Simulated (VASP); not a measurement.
# RbBr: single point with HSE06

Crystal: RbBr.

```
CELL_PARAMETERS angstrom
0.00000 3.42700 3.42700
3.42700 0.00000 3.42700
3.42700 3.42700 0.00000
ATOMIC_POSITIONS crystal
Rb 0.00000 0.00000 0.00000
Br 0.50000 0.50000 0.50000
```

| Quantity | Value |
| --- | --- |
| Program | VASP 6.6.1 |
| Task | single point |
| Functional | HSE06 |
| Potentials or basis | VASP PAW PBE potentials, release 64 (Rb_sv, Br) |
| Cutoff | 520 eV |
| k mesh | 4 × 4 × 4 |
| Occupations | fermi-dirac, width 0.05 eV |
| Spin | no spin polarisation |

The pressure is 0.8 GPa and the band gap on the k mesh is 5.52 eV.

Levels at points of the mesh, in eV from the valence-band top:
| k point | band 4 | band 5 | band 6 | band 7 | band 8 | band 9 | band 10 | band 11 | band 12 | band 13 |
| --- | --- | --- | --- | --- | --- | --- | --- | --- | --- | --- |
| (0.00, 0.00, 0.00) | -9.00 | -9.00 | 0.00 | 0.00 | 0.00 | 5.52 | 8.54 | 8.54 | 8.54 | 9.52 |
| (0.50, 0.00, 0.00) | -9.01 | -8.94 | -1.02 | -0.37 | -0.37 | 7.96 | 8.98 | 10.91 | 10.91 | 11.45 |
| (0.50, 0.50, 0.00) | -9.08 | -9.08 | -0.50 | -0.17 | -0.17 | 6.76 | 8.43 | 10.43 | 10.64 | 10.90 |

It took 4.9 min on 1 thread of AMD EPYC 9R45 96-Core Processor (Zen 5) (shared host), peak memory 0.29 GiB.

Caveat: the PAW data sets were made with another functional, which shifts forces and pressure a little.
